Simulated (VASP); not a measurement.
# Si in VASP: notebook

Runs on Si. Level: LDA. Tasks: single point.

Everything below comes from runs of VASP 6.6.1. Logs are shortened: lines on timing, memory, paths and dates and some standing lists are left out, and cuts for length are marked.

## (1) The cell of the first run

The cell holds a slab with vacuum, 5 atoms: a = 3.820 Å, b = 3.820 Å, c = 21.065 Å, α = 90.00°, β = 90.00°, γ = 90.00°.

## (2) Single point, LDA, collinear spin

Input file INCAR:

```
SYSTEM = Si
  ALGO = Normal
  DIPOL = 0.5 0.5 0.322
  EDIFF = 1E-7
  ENCUT = 520
  IDIPOL = 3
  ISIF = 2
  ISMEAR = 0
  ISPIN = 2
  LASPH = .True.
  LCHARG = .False.
  LDIPOL = .True.
  LORBIT = 11
  LREAL = .False.
  LWAVE = .False.
  MAGMOM = 0 0 0 0 2
  NBANDS = 22
  NELM = 150
  PREC = Accurate
  SIGMA = 0.05
```

Input file KPOINTS:

```
k-points
0
Gamma
  7 7 1
  0 0 0
```

Input file POSCAR:

```
Si
1.0
    3.8195065206      0.0000000000      0.0000000000
    0.0000000000      3.8195065206      0.0000000000
    0.0000000000      0.0000000000     21.0645252450
Si
5
Direct
    0.0000000000      0.5000000000      0.1898927203
    0.0000000000      0.0000000000      0.2540004780
    0.5000000000      0.0000000000      0.3202822601
    0.5000000000      0.5000000000      0.3828486591
    0.7500000000      0.7500000000      0.4635530652
```

Potentials or basis: VASP PAW LDA potentials, release 64 (Si).

Launch:

```console
> cat potpaw_LDA.64/Si/POTCAR > POTCAR
> mpirun -np 1 vasp_std > vasp.out
```

OUTCAR:

```text
SYSTEM = Si
   EDIFF = 1E-7
   ENCUT = 520
   ISIF = 2
   ISMEAR = 0
   ISPIN = 2
   LASPH = .True.
   LORBIT = 11
   LREAL = .False.
   NELM = 150
   PREC = Accurate

 ion  position               nearest neighbor table
   1  0.000  0.500  0.190-   2 2.34   2 2.34
   2  0.000  0.000  0.254-   1 2.34   1 2.34   3 2.37   3 2.37
   3  0.500  0.000  0.320-   4 2.32   4 2.32   2 2.37   2 2.37
   4  0.500  0.500  0.383-   5 2.17   3 2.32   3 2.32
   5  0.750  0.750  0.464-   4 2.17

  LATTYP: Found a simple tetragonal cell.
 ALAT       =     3.8195065206
 C/A-ratio  =     5.5149860673

  Lattice vectors:

 A1 = (   3.8195065206,   0.0000000000,   0.0000000000)
 A2 = (   0.0000000000,   3.8195065206,   0.0000000000)
 A3 = (   0.0000000000,   0.0000000000,  21.0645252450)

Analysis of symmetry for initial positions (statically):
=====================================================================
 Subroutine PRICEL returns:
 Original cell was already a primitive cell.

 Routine SETGRP: Setting up the symmetry group for a
 simple tetragonal supercell.

 Subroutine GETGRP returns: Found  1 space group operations
 (whereof  1 operations were pure point group operations)
 out of a pool of 16 trial point group operations.

The static configuration has the point symmetry C_1 .

Analysis of symmetry for dynamics (positions and initial velocities):
=====================================================================
 Subroutine PRICEL returns:
 Original cell was already a primitive cell.

 Routine SETGRP: Setting up the symmetry group for a
 simple tetragonal supercell.

 Subroutine GETGRP returns: Found  1 space group operations
 (whereof  1 operations were pure point group operations)
 out of a pool of 16 trial point group operations.

The dynamic configuration has the point symmetry C_1 .

Analysis of structural, dynamic, and magnetic symmetry:
=====================================================================
 Subroutine PRICEL returns:
 Original cell was already a primitive cell.

 Routine SETGRP: Setting up the symmetry group for a
 simple tetragonal supercell.

 Subroutine GETGRP returns: Found  1 space group operations
 (whereof  1 operations were pure point group operations)
 out of a pool of 16 trial point group operations.

The overall configuration has the point symmetry C_1 .

 Subroutine INISYM returns: Found  1 space group operations
 (whereof  1 operations are pure point group operations),
 and found     1 'primitive' translations

----------------------------------------------------------------------------------------

                                     Primitive cell

  volume of cell :     307.3026

  direct lattice vectors                    reciprocal lattice vectors
     3.819506521  0.000000000  0.000000000     0.261813927  0.000000000  0.000000000
     0.000000000  3.819506521  0.000000000     0.000000000  0.261813927  0.000000000
     0.000000000  0.000000000 21.064525245     0.000000000  0.000000000  0.047473180

  length of vectors
     3.819506521  3.819506521 21.064525245     0.261813927  0.261813927  0.047473180

  position of ions in fractional coordinates (direct lattice)
     0.000000000  0.500000000  0.189892720
     0.000000000  0.000000000  0.254000478
     0.500000000  0.000000000  0.320282260
     0.500000000  0.500000000  0.382848659
     0.750000000  0.750000000  0.463553065

  ion indices of the primitive-cell ions
   primitive index   ion index
                 1           1
                 2           2
                 3           3
                 4           4
                 5           5

----------------------------------------------------------------------------------------

 KPOINTS: k-points

Automatic generation of k-mesh.
 Grid dimensions read from file:
 generate k-points for:    7    7    1

 Generating k-lattice:

  Cartesian coordinates                     Fractional coordinates (reciprocal lattice)
     0.037401990  0.000000000  0.000000000     0.142857143  0.000000000  0.000000000
     0.000000000  0.037401990  0.000000000     0.000000000  0.142857143  0.000000000
     0.000000000  0.000000000  0.047473180     0.000000000  0.000000000  1.000000000

  Length of vectors
     0.037401990  0.037401990  0.047473180

  Shift w.r.t. Gamma in fractional coordinates (k-lattice)
     0.000000000  0.000000000  0.000000000

 Subroutine IBZKPT returns following result:
 ===========================================

 Found     25 irreducible k-points:

 Following reciprocal coordinates:
            Coordinates               Weight
  0.000000  0.000000  0.000000      1.000000
  0.142857  0.000000  0.000000      2.000000
  0.000000  0.142857  0.000000      2.000000
  0.285714  0.000000  0.000000      2.000000
  0.000000  0.285714  0.000000      2.000000
  0.428571  0.000000  0.000000      2.000000
[... 16 lines left out ...]
  0.285714  0.428571  0.000000      2.000000
  0.428571  0.428571  0.000000      2.000000
   k-points           NKPTS =     25   k-points in BZ     NKDIM =     25   number of bands    NBANDS=     22
   number of dos      NEDOS =    301   number of ions     NIONS =      5
   total plane-waves  NPLWV = 125440
   dimension x,y,z NGX =    28 NGY =   28 NGZ =  160
   dimension x,y,z NGXF=    56 NGYF=   56 NGZF=  320
   ions per type =               5
   NGX,Y,Z   is equivalent  to a cutoff of  12.19, 12.19, 12.63 a.u.
   NGXF,Y,Z  is equivalent  to a cutoff of  24.37, 24.37, 25.26 a.u.
 SYSTEM =  Si
   PREC   = accura    normal or accurate (medium, high low for compatibility)
   ISTART =      0    job   : 0-new  1-cont  2-samecut
   ICHARG =      2    charge: 1-file 2-atom 10-const
   ISPIN  =      2    spin polarized calculation?
   LNONCOLLINEAR =      F non collinear calculations
   LSORBIT =      F    spin-orbit coupling
   LASPH  =      T    aspherical Exc in radial PAW
   ENCUT  =  520.0 eV  38.22 Ry    6.18 a.u.   7.10  7.10 39.17*2*pi/ulx,y,z
   NELM   =    150;   NELMIN=  2; NELMDL= -5     # of ELM steps
   EDIFF  = 0.1E-06   stopping-criterion for ELM
   LREAL  =      F    real-space projection
   EDIFFG = 0.1E-05   stopping-criterion for IOM
   NSW    =      0    number of steps for IOM
   IBRION =     -1    ionic relax: 0-MD 1-quasi-New 2-CG
   NFREE  =      0    steps in history (QN), initial steepest desc. (CG)
   ISIF   =      2    stress and relaxation
   ISYM   =      2    0-nonsym 1-usesym 2-fastsym
   POTIM  = 0.5000    time-step for ionic-motion
   TEBEG  =    0.0;   TEEND  =   0.0 temperature during run
   PSTRESS=    0.0 pullay stress
   NELECT =      20.0000    total number of electrons
   NUPDOWN=      -1.0000    fix difference up-down
   EMIN   =  10.00;   EMAX   =-10.00  energy-range for DOS
   EFERMI =   0.00;   METHOD = LEGACY
   ISMEAR =     0;   SIGMA  =   0.05  broadening in eV -4-tet -1-fermi 0-gaus
   EFERMI_NEDOS =   21; number of points for ismear=-14 and -15
   IALGO  =     38    algorithm
   IMIX   =      4    mixing-type and parameters
     AMIX     =   0.40;   BMIX     =  1.00
     AMIX_MAG =   1.60;   BMIX_MAG =  1.00
  volume/ion in A,a.u.               =      61.46       414.76
  Fermi-wavevector in a.u.,A,eV,Ry     =   0.658511  1.244405  5.899979  0.433636
  Thomas-Fermi vector in A             =   1.730355
   LORBIT       =     11    0 simple, 1 ext, 2 COOP (PROOUT), +10 PAW based schemes
   GGA     = CA    functional components
   LHFCALC =     F    Hartree Fock is set to
   AEXX    =    0.0000 exact exchange contribution
   IVDW    =     0    specifies the selected vdW correction
   LEPSILON=     F    determine dielectric tensor
   LRPA    =     F    only Hartree local field effects (RPA)
 spin polarized calculation
 Gauss-broadening in eV      SIGMA  =   0.05
  energy-cutoff  :      520.00
  volume of cell :      307.30
 maximum number of plane-waves:      8299
   NGX = 15   NGY = 15   NGZ = 79

 dipolmoment           0.000000      0.000000      0.161123 electrons x Angstroem

 number of electron      20.0000000 magnetization       0.0000166

 dipolmoment           0.000000      0.000000     -0.053400 electrons x Angstroem

 Free energy of the ion-electron system (eV)
  ---------------------------------------------------
  ext. energy  EPLUGINS =         0.00000000
  ---------------------------------------------------
  free energy    TOTEN  =       -24.58180573 eV

  energy without entropy =      -24.57362474  energy(sigma->0) =      -24.57771523

 E-fermi :  -1.6340     XC(G=0):  -4.1310

 val. band max:       -1.6422777062   @ k =  -0.2857   0.2857   0.0000
 cond. band min:      -1.6297919678   @ k =   0.2857   0.4286   0.0000
 fundamental gap:      0.0124857383
 Fermi energy:        -1.6340378865

 spin component 1

 k-point     1 :       0.0000    0.0000    0.0000
  band No.  band energies     occupation
      1     -12.9564      1.00000
      2     -11.2648      1.00000
      3      -9.1065      1.00000
      4      -6.3580      1.00000
      5      -3.9822      1.00000
      6      -3.5633      1.00000
[... 14 lines left out ...]
     21       4.4174      0.00000
     22       4.6516      0.00000

 k-point     2 :       0.1429    0.0000    0.0000
  band No.  band energies     occupation
      1     -12.8037      1.00000
      2     -11.1606      1.00000
      3      -9.0434      1.00000
      4      -6.3400      1.00000
      5      -4.6801      1.00000
      6      -3.8668      1.00000
[... 14 lines left out ...]
     21       4.3579      0.00000
     22       4.6272      0.00000
[... 523 lines left out ...]
     21       5.2072      0.00000
     22       5.6871      0.00000

 k-point    24 :       0.4286    0.4286    0.0000
  band No.  band energies     occupation
      1     -10.3997      1.00000
      2      -9.5781      1.00000
      3      -8.8665      1.00000
      4      -7.8609      1.00000
      5      -7.1507      1.00000
      6      -5.1290      1.00000
[... 14 lines left out ...]
     21       5.6533      0.00000
     22       6.3987      0.00000

 [... further k-points ...]

 spin component 2

 k-point     1 :       0.0000    0.0000    0.0000
  band No.  band energies     occupation
      1     -12.9564      1.00000
      2     -11.2648      1.00000
      3      -9.1065      1.00000
      4      -6.3580      1.00000
      5      -3.9822      1.00000
      6      -3.5633      1.00000
[... 14 lines left out ...]
     21       4.4186      0.00000
     22       4.6524      0.00000

 k-point     2 :       0.1429    0.0000    0.0000
  band No.  band energies     occupation
      1     -12.8037      1.00000
      2     -11.1607      1.00000
      3      -9.0434      1.00000
      4      -6.3400      1.00000
      5      -4.6801      1.00000
      6      -3.8668      1.00000
[... 14 lines left out ...]
     21       4.3606      0.00000
     22       4.6281      0.00000
[... 523 lines left out ...]
     21       5.2075      0.00000
     22       5.6878      0.00000

 k-point    24 :       0.4286    0.4286    0.0000
  band No.  band energies     occupation
      1     -10.3997      1.00000
      2      -9.5781      1.00000
      3      -8.8665      1.00000
      4      -7.8609      1.00000
      5      -7.1507      1.00000
      6      -5.1290      1.00000
[... 14 lines left out ...]
     21       5.6533      0.00000
     22       6.3989      0.00000

 [... further k-points ...]

------------------------ aborting loop because EDIFF is reached ----------------------------------------

 vacuum level on the upper side and lower side of the slab       (xc-potential included)        -0.401         0.306

  FORCE on cell =-STRESS in cart. coord.  units (eV):
  Direction    XX          YY          ZZ          XY          YZ          ZX
  --------------------------------------------------------------------------------------
  -------------------------------------------------------------------------------------
  Total       -4.6293389     -1.5405986      0.5296361      1.0370057      0.7604256      1.4740696
  in kB      -24.1358932     -8.0321886      2.7613531      5.4066159      3.9646162      7.6853278
  external PRESSURE =      -9.8022429 kB  Pullay stress =       0.0000000 kB

 VOLUME and BASIS-vectors are now :
 -----------------------------------------------------------------------------
  energy-cutoff  :      520.00
  volume of cell :      307.30
      direct lattice vectors                 reciprocal lattice vectors
     3.819506521  0.000000000  0.000000000     0.261813927  0.000000000  0.000000000
     0.000000000  3.819506521  0.000000000     0.000000000  0.261813927  0.000000000
     0.000000000  0.000000000 21.064525245     0.000000000  0.000000000  0.047473180

 POSITION                                       TOTAL-FORCE (eV/Angst)
 -----------------------------------------------------------------------------------
      0.00000      1.90975      4.00000         0.101456     -0.050437      0.127652
      0.00000      0.00000      5.35040        -0.136945      0.060135      0.109900
      1.90975      0.00000      6.74659        -0.013975      0.130038     -0.362702
      1.90975      1.90975      8.06453        -0.830743     -0.663400     -0.391172
      2.86463      2.86463      9.76453         0.880207      0.523664      0.516322
 -----------------------------------------------------------------------------------
    total drift:                                0.000016      0.000004     -0.000014

  FREE ENERGIE OF THE ION-ELECTRON SYSTEM (eV)
  ---------------------------------------------------
  free  energy   TOTEN  =       -24.5818057303 eV

  energy  without entropy=      -24.5736247379  energy(sigma->0) =      -24.57771523

 vacuum level on the upper side and lower side of the slab         3.172         3.849

 total charge

# of ion       s       p       d       tot
------------------------------------------
    1        0.868   0.730   0.000   1.598
    2        0.776   0.918   0.000   1.694
    3        0.784   0.901   0.000   1.684
    4        0.800   0.902   0.000   1.703
    5        0.926   0.645   0.000   1.570
--------------------------------------------------
tot          4.153   4.096   0.000   8.249

 magnetization (x)

# of ion       s       p       d       tot
------------------------------------------
    1       -0.000  -0.000   0.000  -0.000
    2        0.000  -0.000   0.000  -0.000
    3       -0.000  -0.000   0.000  -0.000
    4       -0.000  -0.000   0.000  -0.000
    5       -0.000  -0.000   0.000  -0.000
--------------------------------------------------
tot         -0.000  -0.000   0.000  -0.000
```

Run time: 13 min. Hardware: 1 thread of Intel Xeon Platinum 8259CL at 2.50GHz (Skylake/Cascade Lake), shared host; peak memory 0.42 GiB.

Results:

| Item | Value |
| --- | --- |
| Free energy | -24.5818 eV |
| Largest force | 1.147 eV/Å |
| Band gap on the k mesh | zero (filled and empty bands overlap) |
| Net moment | 0.00 μB per cell |
| Valence electrons inside the program's atomic spheres | Si 1.60, 1.69, 1.68, 1.70, 1.57 |

Forces on the atoms (eV/Å):
```
Si   0.101 -0.050  0.128
Si  -0.137  0.060  0.110
Si  -0.014  0.130 -0.363
Si  -0.831 -0.663 -0.391
Si   0.880  0.524  0.516
```

[end of part 1 of 2]
